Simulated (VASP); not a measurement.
## Mo3W: relaxation of cell and atoms with PBE

The system is Mo3W.

```
Mo W
1.0
     0.00000    4.11822    4.11822
     4.11822    0.00000    4.11822
     4.11822    4.11822    0.00000
Mo W
3 1
Direct
  0.00000 0.00000 0.00000
  0.25000 0.25000 0.25000
  0.75000 0.75000 0.75000
  0.50000 0.50000 0.50000
```

```yaml
Program: VASP 6.6.1
Task: relaxation of cell and atoms
Functional: PBE
Potentials_or_basis: VASP PAW PBE potentials, release 64 (Mo_sv, W_sv)
Cutoff: 500 eV
k_mesh: 4 × 4 × 4
Occupations: gaussian, width 0.1 eV
Spin: no spin polarisation
Dipole_correction: no
Further_INCAR_settings: ALGO = Normal; EDIFF = 1e-07; IBRION = 2; EDIFFG = -0.04; NSW = 90; ISIF = 3
```

```
Relaxed volume                         : 15.94 Å³/atom
Relaxed cell                           : a = 4.484 Å, b = 4.484 Å, c = 4.484 Å, α = 60.00°, β = 60.00°, γ = 60.00°
Space group after relaxing (to 0.05 Å) : Fm-3m (No. 225)
Energy gained by relaxing              : 4407.6 meV/atom
Ionic steps                            : 10
Pressure after relaxing                : -0.1 GPa
Band gap on the k mesh                 : 0.29 eV, indirect (least direct gap 0.84 eV)
```

Step by step:
```tsv
step	energy change (eV)	largest force (eV/Å)	pressure (GPa)	volume (Å³)
1	0.0000	0.0000	-34.12	139.69
2	5.4550	0.0000	430.62	36.83
3	-7.7802	0.0000	-43.46	107.74
4	-13.4797	0.0000	-42.72	87.06
5	-17.1764	0.0000	29.33	58.39
6	-17.5277	0.0000	-11.04	66.62
7	-17.6290	0.0000	-1.38	64.07
8	-17.6212	0.0000	3.65	62.93
9	-17.5651	0.0000	-8.96	66.02
10	-17.6304	0.0000	-0.07	63.76
```

Final structure:
```
Mo W
1.0
     0.00000    3.17086    3.17086
     3.17086    0.00000    3.17086
     3.17086    3.17086    0.00000
Mo W
3 1
Direct
  0.00000 0.00000 0.00000
  0.25000 0.25000 0.25000
  0.75000 0.75000 0.75000
  0.50000 0.50000 0.50000
```

Levels at points of the mesh, in eV from the valence-band top:
| k point | band 25 | band 26 | band 27 | band 28 | band 29 | band 30 | band 31 | band 32 |
| --- | --- | --- | --- | --- | --- | --- | --- | --- |
| (0.00, 0.00, 0.00) | -2.48 | -1.16 | -1.16 | -1.16 | 1.83 | 1.83 | 2.53 | 3.03 |
| (0.50, 0.00, 0.00) | -2.63 | -2.63 | -2.59 | -2.59 | 1.75 | 1.75 | 2.15 | 2.29 |
| (0.50, 0.50, 0.00) | -0.51 | -0.51 | -0.37 | -0.37 | 0.99 | 1.19 | 1.48 | 1.48 |

Run time: 7.6 min on 1 thread of AMD EPYC 9R45 (Zen 5), with other jobs on the host, peak memory 0.27 GiB.

Caveat: the volume moved by over 15 % at a fixed basis, so the end points are rough; spin-orbit coupling is left out, which moves the levels of the heavy elements. A k mesh can miss the band edges.
